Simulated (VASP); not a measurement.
Here is a VASP 6.6.1 calculation.

POSCAR

```
MoS2
1.0
    1.5965459752      0.9217662486      6.0769391911
   -1.5965459752      0.9217662486      6.0769391911
    0.0000000000     -1.8435324972      6.0769391911
Mo S
1 2
Direct
    0.0000000000      0.0000000000      0.0000000000
    0.7525772694      0.7525772694      0.7525772694
    0.2474227306      0.2474227306      0.2474227306
```

INCAR.step1

```
SYSTEM = MoS2
PREC = Accurate
ENCUT = 520
ISMEAR = -1
SIGMA = 0.02
LREAL = .FALSE.
LASPH = .TRUE.
NELM = 100
NBANDS = 20
GGA = PE
ALGO = Normal
EDIFF = 1E-4
LWAVE = .TRUE.
LCHARG = .FALSE.
```

Contents of INCAR.step2:

```
SYSTEM = MoS2
PREC = Accurate
ENCUT = 520
EDIFF = 1E-6
ISMEAR = -1
SIGMA = 0.02
LREAL = .FALSE.
LASPH = .TRUE.
NELM = 100
ALGO = Normal
ISIF = 2
LWAVE = .FALSE.
LCHARG = .TRUE.
METAGGA = R2SCAN
LMIXTAU = .TRUE.
LELF = .TRUE.
LVHAR = .TRUE.
NBANDS = 20
ISTART = 1
```

File KPOINTS:

```
regular mesh
0
G
  10 10 10
  0 0 0
```

Potentials or basis: VASP PAW PBE potentials, release 64 (Mo_sv, S).

The run is started by

```sh
$ cat potpaw_PBE.64/Mo_sv/POTCAR potpaw_PBE.64/S/POTCAR > POTCAR
$ cp INCAR.step1 INCAR
$ mpirun -np 1 vasp_std > vasp.out
$ cp INCAR.step2 INCAR
$ mpirun -np 1 vasp_std > vasp.out
```

(1) What does it give for the band gap on the k mesh?

(2) Predict the largest force.

(3) Predict the pressure.

Results:

(1) zero (band 13 reaches 7.90 eV, above the bottom of band 14 at 7.16 eV).

(2) 0.068 eV/Å.

(3) 1.2 GPa.

Caveat: the PAW data sets were made with another functional, which shifts forces and pressure a little.
